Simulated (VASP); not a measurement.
Al, 4 atoms in the cell. Symmetry: P6_3/mmc, No. 194, hexagonal system. The conventional cell has a = 2.827 Å, b = 2.827 Å, c = 9.186 Å, α = 90.00°, β = 90.00°, γ = 120.00°. Within 3.7 Å of Al (site symmetry -6m2) lie 12 Al at 2.82 to 2.83 Å. Al (site symmetry -3m) has 12 Al at 2.82 to 2.83 Å within 3.7 Å. 

* Program: VASP 6.6.1
* Task: single point
* Functional: LDA
* Potentials or basis: VASP PAW LDA potentials, release 64 (Al)
* Cutoff: 520 eV
* k mesh: 11 × 11 × 3
* Occupations: fermi-dirac, width 0.05 eV
* Spin: no spin polarisation
* Dipole correction: no
* Further INCAR settings: ALGO = Normal; EDIFF = 1e-06; NBANDS = 14

Potentials or basis: VASP PAW LDA potentials, release 64 (Al).

Run with:

```console
$ cat potpaw_LDA.64/Al/POTCAR > POTCAR
$ mpirun -np 1 vasp_std > vasp.out
```

Hardware: 1 thread of AMD EPYC 7R13, with other jobs on the host.

Problem. How long does it take, and how much memory?

Solution. Run time: 47 s on 1 thread of AMD EPYC 7R13, with other jobs on the host, peak memory 0.13 GiB. Counts: scf iterations 10, k points 32.
